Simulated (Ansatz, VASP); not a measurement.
Ca4Sc in VASP and in Ansatz

```xyz
5
Lattice="3.8580 0.0000 0.0000 -1.9290 3.3411 0.0000 0.0000 0.0000 32.6000" Properties=species:S:1:pos:R:3 pbc="T T T"
Sc    2.8935    0.5568   10.0815
Ca   -0.9645    2.7842   13.1512
Ca    0.9645    1.6705   16.3000
Ca    2.8935    0.5568   19.4488
Ca   -0.9645    2.7842   22.5185
```

Alike in both runs: task single point; functional PBEsol; k mesh 11 × 11 × 1; occupations fermi-dirac, width 0.1 eV; no spin polarisation.

```csv
,VASP,Ansatz
version,VASP 6.6.1,Ansatz 0.2.0
potentials or method,"VASP PAW PBE potentials, release 64 (Sc_sv, Ca_sv), cutoff 520 eV","all-electron LAPW, scalar-relativistic"
```

|  | VASP | Ansatz | Ansatz less VASP |
| --- | --- | --- | --- |
| rms of the force components (eV/Å) | 0.176 | 0.176 | +0.0005 |

VASP's potentials were made for PBE, not for PBEsol. Atom by atom the forces differ by 0.001 eV/Å (rms over components). Ansatz ran all-electron here, and VASP with PAW potentials.
